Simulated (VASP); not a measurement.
Here is a VASP 6.6.1 calculation.

The input INCAR:

```
SYSTEM = Tm
ALGO     = Normal         ! electronic algorithm
EDIFF    = 1E-6           ! SCF threshold, eV
ENCUT    = 520            ! plane-wave cutoff, eV
GGA      = CA             ! functional
ISIF     = 2              ! what is computed and relaxed
ISMEAR   = -1             ! smearing method
LASPH    = .TRUE.         ! aspherical terms in the spheres
LCHARG   = .TRUE.         ! write CHGCAR
LELF     = .TRUE.         ! ELF
LREAL    = .FALSE.        ! projectors in reciprocal space
LVHAR    = .TRUE.       
LWAVE    = .FALSE.        ! write WAVECAR
NBANDS   = 18             ! bands
NELM     = 60             ! most SCF steps
PREC     = Accurate       ! precision mode
SIGMA    = 0.13605693000000002 ! smearing width, eV
```

Contents of KPOINTS:

```
k-points
0
G
  11 11 11
  0 0 0
```

POSCAR

```
Tm
1.0
    3.1072325060      0.0000000000      0.0000000000
    0.0000000000      3.1072325060      0.0000000000
    0.0000000000      0.0000000000      3.1072325060
Tm
1
Direct
    0.0000000000      0.0000000000      0.0000000000
```

Potentials or basis: VASP PAW PBE potentials, release 64 (Tm).

The run is started by

```console
$ cat potpaw_PBE.64/Tm/POTCAR > POTCAR
$ mpirun -np 1 vasp_std > vasp.out
```

Problem. What does it give for the pressure?

Solution. -0.2 GPa.

Problem. What does it give for the band gap on the k mesh?

Solution. Zero (an odd number of electrons rules out a gap without spin polarisation).

Caveat: the PAW data sets were made with another functional, which shifts forces and pressure a little; spin-orbit coupling is left out, which moves the levels of the heavy elements; semilocal functionals describe open f shells poorly, which spoils levels, moments and volumes. Spin polarisation is off, so any magnetic state and its effect on volume and gap are missing.
